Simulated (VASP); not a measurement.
Crystal: CaO.

```
Ca O
1.0
     0.00000    2.40356    2.40356
     2.40356    0.00000    2.40356
     2.40356    2.40356    0.00000
Ca O
1 1
Direct
  0.00000 0.00000 0.00000
  0.50000 0.50000 0.50000
```

Base run:

| Quantity | Value |
| --- | --- |
| Program | VASP 6.6.1 |
| Functional | r2SCAN |
| Potentials or basis | VASP PAW PBE potentials, release 64 (Ca_sv, O) |
| Cutoff | 520 eV |
| k mesh | 10 × 10 × 10 |
| Occupations | fermi-dirac, width 0.05 eV |
| Spin | no spin polarisation |

Its results: band gap on the k mesh 4.19 eV (least direct gap 4.56 eV); pressure 0.1 GPa.

Q: The run is repeated on the same cell with these changes: functional from r2SCAN to PBE-based global hybrid with 50 % exact exchange; k mesh from 10 × 10 × 10 to 6 × 6 × 6. What comes out?

A: Band gap on the k mesh 8.57 eV (least direct gap 9.04 eV); pressure -2.4 GPa.

Several settings changed at once.

Caveats: the PAW data sets were made with another functional, which shifts forces and pressure a little.

A k mesh can miss the band edges.
